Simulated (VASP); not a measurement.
# TiSi (Cmmm) in VASP: a series of runs, part 2 of 2

VASP 6.6.1. The steps go on from the part before.

### 3 Relaxation of shape and atoms at fixed volume, PBEsol (13.28 Å³/atom)

This run uses another cell than the first one, of 13.28 Å³/atom.

The input, INCAR:

```
PREC = Accurate
ENCUT = 500
EDIFF = 1E-7
ISMEAR = 0
SIGMA = 0.1
LREAL = False
LASPH = True
NELM = 120
ALGO = Normal
ISIF = 4
LWAVE = False
LCHARG = False
GGA = PS
IBRION = 2
NSW = 50
EDIFFG = -0.01
GGA_COMPAT = False
NELMIN = 4
```

The input, KPOINTS:

```
Automatic mesh
0
Gamma
  10 6 10
```

The input, POSCAR:

```
TiSi
1.0
    3.5458160917      0.0000000000      0.0000000000
    0.0000000000      7.4546601820      0.0000000000
    0.0000000000      0.0000000000      4.0204349342
Ti Si
4 4
Direct
    0.0000000000      0.5000000000      0.0507500000
    0.5000000000      0.5000000000      0.5507500000
    0.5000000000      0.0000000000      0.5507500000
    0.0000000000      0.0000000000      0.0507500000
    0.0000000000      0.7500000000      0.5507500000
    0.0000000000      0.2500000000      0.5507500000
    0.5000000000      0.2500000000      0.0507500000
    0.5000000000      0.7500000000      0.0507500000
```

Potentials or basis: VASP PAW PBE potentials, release 64 (Ti_sv, Si).

Run with:

```sh
> cat potpaw_PBE.64/Ti_sv/POTCAR potpaw_PBE.64/Si/POTCAR > POTCAR
> mpirun -np 1 vasp_std > vasp.out
```

OUTCAR:

```text
PREC = Accurate
   ENCUT = 500
   EDIFF = 1E-7
   ISMEAR = 0
   LREAL = False
   LASPH = True
   NELM = 120
   ISIF = 4
   GGA = PS
   IBRION = 2
   NSW = 50
   EDIFFG = -0.01
   NELMIN = 4

 ion  position               nearest neighbor table
   1  0.000  0.500  0.051-   7 2.57   8 2.57   7 2.57   8 2.57   2 2.68   2 2.68   2 2.68   2 2.68
                             6 2.74   5 2.74   5 2.74   6 2.74
   2  0.500  0.500  0.551-   5 2.57   6 2.57   5 2.57   6 2.57   1 2.68   1 2.68   1 2.68   1 2.68
                             8 2.74   7 2.74   7 2.74   8 2.74
   3  0.500  0.000  0.551-   5 2.57   6 2.57   5 2.57   6 2.57   4 2.68   4 2.68   4 2.68   4 2.68
                             8 2.74   7 2.74   7 2.74   8 2.74
   4  0.000  0.000  0.051-   7 2.57   8 2.57   7 2.57   8 2.57   3 2.68   3 2.68   3 2.68   3 2.68
                             6 2.74   5 2.74   5 2.74   6 2.74
   5  0.000  0.750  0.551-   2 2.57   3 2.57   2 2.57   3 2.57   8 2.68   8 2.68   8 2.68   8 2.68
                             1 2.74   1 2.74   4 2.74   4 2.74
   6  0.000  0.250  0.551-   2 2.57   3 2.57   2 2.57   3 2.57   7 2.68   7 2.68   7 2.68   7 2.68
                             1 2.74   1 2.74   4 2.74   4 2.74
   7  0.500  0.250  0.051-   1 2.57   4 2.57   1 2.57   4 2.57   6 2.68   6 2.68   6 2.68   6 2.68
                             3 2.74   2 2.74   3 2.74   2 2.74
   8  0.500  0.750  0.051-   1 2.57   4 2.57   1 2.57   4 2.57   5 2.68   5 2.68   5 2.68   5 2.68
                             3 2.74   2 2.74   3 2.74   2 2.74

  LATTYP: Found a simple orthorhombic cell.
 ALAT       =     3.5458160917
 B/A-ratio  =     1.1338532034
 C/A-ratio  =     2.1023820721

  Lattice vectors:

 A1 = (  -3.5458160917,   0.0000000000,   0.0000000000)
 A2 = (   0.0000000000,   0.0000000000,   4.0204349342)
 A3 = (   0.0000000000,   7.4546601820,   0.0000000000)

Analysis of symmetry for initial positions (statically):
=====================================================================
 Subroutine PRICEL returns following result:

  LATTYP: Found a base centered orthorhombic cell.
 ALAT       =     3.5458160917
 B/A-ratio  =     1.1338532034
 C/A-ratio  =     1.0511910360

  Lattice vectors:

 A1 = (   1.7729080458,   0.0000000000,   2.0102174671)
 A2 = (   1.7729080458,   0.0000000000,  -2.0102174671)
 A3 = (   0.0000000000,   3.7273300910,   0.0000000000)

   4 primitive cells build up your supercell.

 Routine SETGRP: Setting up the symmetry group for a
 simple orthorhombic supercell.

 Subroutine GETGRP returns: Found  8 space group operations
 (whereof  4 operations were pure point group operations)
 out of a pool of  8 trial point group operations.

The static configuration has the point symmetry C_2v.
 The point group associated with its full space group is D_2h.

Analysis of symmetry for dynamics (positions and initial velocities):
=====================================================================
 Subroutine PRICEL returns following result:

  LATTYP: Found a base centered orthorhombic cell.
 ALAT       =     3.5458160917
 B/A-ratio  =     1.1338532034
 C/A-ratio  =     1.0511910360

  Lattice vectors:

 A1 = (   1.7729080458,   0.0000000000,   2.0102174671)
[... 92 lines left out ...]
  0.400000  0.500000  0.000000      2.000000
  0.500000  0.500000  0.000000      1.000000
 [... further k-points ...]
   k-points           NKPTS =    144   k-points in BZ     NKDIM =    144   number of bands    NBANDS=     38
   number of dos      NEDOS =    301   number of ions     NIONS =      8
   total plane-waves  NPLWV =  45360
   dimension x,y,z NGX =    28 NGY =   54 NGZ =   30
   dimension x,y,z NGXF=    56 NGYF=  108 NGZF=   60
   ions per type =               4   4
   NGX,Y,Z   is equivalent  to a cutoff of  13.13, 12.04, 12.41 a.u.
   NGXF,Y,Z  is equivalent  to a cutoff of  26.26, 24.09, 24.81 a.u.
 SYSTEM =  unknown system
   PREC   = accura    normal or accurate (medium, high low for compatibility)
   ISTART =      0    job   : 0-new  1-cont  2-samecut
   ICHARG =      2    charge: 1-file 2-atom 10-const
   ISPIN  =      1    spin polarized calculation?
   LNONCOLLINEAR =      F non collinear calculations
   LSORBIT =      F    spin-orbit coupling
   LASPH  =      T    aspherical Exc in radial PAW
   ENCUT  =  500.0 eV  36.75 Ry    6.06 a.u.   6.46 13.59  7.33*2*pi/ulx,y,z
   NELM   =    120;   NELMIN=  4; NELMDL= -5     # of ELM steps
   EDIFF  = 0.1E-06   stopping-criterion for ELM
   LREAL  =      F    real-space projection
   EDIFFG = -.1E-01   stopping-criterion for IOM
   NSW    =     50    number of steps for IOM
   IBRION =      2    ionic relax: 0-MD 1-quasi-New 2-CG
   NFREE  =      1    steps in history (QN), initial steepest desc. (CG)
   ISIF   =      4    stress and relaxation
   ISYM   =      2    0-nonsym 1-usesym 2-fastsym
   POTIM  = 0.5000    time-step for ionic-motion
   TEBEG  =    0.0;   TEEND  =   0.0 temperature during run
   PSTRESS=    0.0 pullay stress
   NELECT =      64.0000    total number of electrons
   NUPDOWN=      -1.0000    fix difference up-down
   EMIN   =  10.00;   EMAX   =-10.00  energy-range for DOS
   EFERMI =   0.00;   METHOD = LEGACY
   ISMEAR =     0;   SIGMA  =   0.10  broadening in eV -4-tet -1-fermi 0-gaus
   EFERMI_NEDOS =   21; number of points for ismear=-14 and -15
   IALGO  =     38    algorithm
   IMIX   =      4    mixing-type and parameters
     AMIX     =   0.40;   BMIX     =  1.00
     AMIX_MAG =   1.60;   BMIX_MAG =  1.00
  volume/ion in A,a.u.               =      13.28        89.64
  Fermi-wavevector in a.u.,A,eV,Ry     =   1.382491  2.612530 26.004579  1.911283
  Thomas-Fermi vector in A             =   2.507178
   LORBIT       =      0    0 simple, 1 ext, 2 COOP (PROOUT), +10 PAW based schemes
   GGA     = PS    functional components
   LHFCALC =     F    Hartree Fock is set to
   AEXX    =    0.0000 exact exchange contribution
   IVDW    =     0    specifies the selected vdW correction
   LEPSILON=     F    determine dielectric tensor
   LRPA    =     F    only Hartree local field effects (RPA)
 conjugate gradient relaxation of ions
 non-spin polarized calculation
 Gauss-broadening in eV      SIGMA  =   0.10
  energy-cutoff  :      500.00
  volume of cell :      106.27
 maximum number of plane-waves:      2720
 NGX is ok and might be reduce to    28
   NGX = 13   NGY = 27   NGZ = 15

--------------------------------------- Ionic step        1  -------------------------------------------

 number of electron      64.0000012 magnetization

 Free energy of the ion-electron system (eV)
  ---------------------------------------------------
  ext. energy  EPLUGINS =         0.00000000
  ---------------------------------------------------
  free energy    TOTEN  =       -61.12159395 eV

  energy without entropy =      -61.10236793  energy(sigma->0) =      -61.11198094

------------------------ aborting loop because EDIFF is reached ----------------------------------------

  FORCE on cell =-STRESS in cart. coord.  units (eV):
  Direction    XX          YY          ZZ          XY          YZ          ZX
  --------------------------------------------------------------------------------------
  -------------------------------------------------------------------------------------
  Total        6.6994405      7.1450787      6.1777081      0.0000000      0.0000000      0.0000000
  in kB      101.0024759    107.7210321     93.1367060      0.0000000      0.0000000      0.0000000
  external PRESSURE =     100.6200713 kB  Pullay stress =       0.0000000 kB
[... 197 lines left out ...]
--------------------------------------- Ionic step        6  -------------------------------------------

 number of electron      63.9999997 magnetization

 Free energy of the ion-electron system (eV)
  ---------------------------------------------------
  ext. energy  EPLUGINS =         0.00000000
  ---------------------------------------------------
  free energy    TOTEN  =       -61.12482190 eV

  energy without entropy =      -61.10590894  energy(sigma->0) =      -61.11536542

 E-fermi :  11.3156     XC(G=0): -12.2850

 val. band max:       11.3150757646   @ k =   0.0000   0.3333   0.3000
 cond. band min:      11.3157525300   @ k =   0.0000   0.3333   0.2000
 fundamental gap:      0.0006767655
 Fermi energy:        11.3155907933

 k-point     1 :       0.0000    0.0000    0.0000
  band No.  band energies     occupation
      1     -45.0072      2.00000
      2     -45.0046      2.00000
      3     -44.7842      2.00000
      4     -44.7824      2.00000
      5     -21.6614      2.00000
      6     -21.6551      2.00000
[... 973 lines left out ...]
     37      13.3821      0.00000
     38      13.3821      0.00000

 [... further k-points ...]

------------------------ aborting loop because EDIFF is reached ----------------------------------------

  FORCE on cell =-STRESS in cart. coord.  units (eV):
  Direction    XX          YY          ZZ          XY          YZ          ZX
  --------------------------------------------------------------------------------------
  -------------------------------------------------------------------------------------
  Total        6.4776579      6.4996616      6.4842490      0.0000000      0.0000000      0.0000000
  in kB       97.6588248     97.9905583     97.7581944      0.0000000      0.0000000      0.0000000
  external PRESSURE =      97.8025259 kB  Pullay stress =       0.0000000 kB
[... 23 lines left out ...]
  FREE ENERGIE OF THE ION-ELECTRON SYSTEM (eV)
  ---------------------------------------------------
  free  energy   TOTEN  =       -61.1248218990 eV

  energy  without entropy=      -61.1059089368  energy(sigma->0) =      -61.11536542

 reached required accuracy - stopping structural energy minimisation
```

It took 31 min on 1 thread of Oxide Virtual Turin-like, shared host; peak memory 0.48 GiB.

Results:

* Free energy: -61.1248 eV
* Energy gained by relaxing: 0.4 meV/atom
* Ionic steps: 6
* Pressure after relaxing: 9.8 GPa
* Band gap on the k mesh: zero (bands 32 and 33 overlap by 1.16 eV)

Step by step:
```
step  energy change (eV)  largest force (eV/Å)  pressure (GPa)  volume (Å³)
   1              0.0000                0.0000           10.06       106.27
   2             -0.0021                0.0000            9.94       106.27
   3             -0.0029                0.0000            9.81       106.27
   4             -0.0029                0.0000            9.82       106.27
   5             -0.0031                0.0000            9.80       106.27
   6             -0.0032                0.0000            9.78       106.27
```

Final structure:
```yaml
crystal:
  lattice:
    - [3.55788, 0.00000, 0.00000]
    - [0.00000, 7.49220, 0.00000]
    - [0.00000, 0.00000, 3.98672]
  atoms:
    - { symbol: Ti, position: [0.00000, 0.50000, 0.05075] }
    - { symbol: Ti, position: [0.50000, 0.50000, 0.55075] }
    - { symbol: Ti, position: [0.50000, 0.00000, 0.55075] }
    - { symbol: Ti, position: [0.00000, 0.00000, 0.05075] }
    - { symbol: Si, position: [0.00000, 0.75000, 0.55075] }
    - { symbol: Si, position: [0.00000, 0.25000, 0.55075] }
    - { symbol: Si, position: [0.50000, 0.25000, 0.05075] }
    - { symbol: Si, position: [0.50000, 0.75000, 0.05075] }
```

Caveat: the PAW data sets were made with another functional, which shifts forces and pressure a little.

The gap in the log of VASP goes by the Fermi energy; the results here count the filled bands.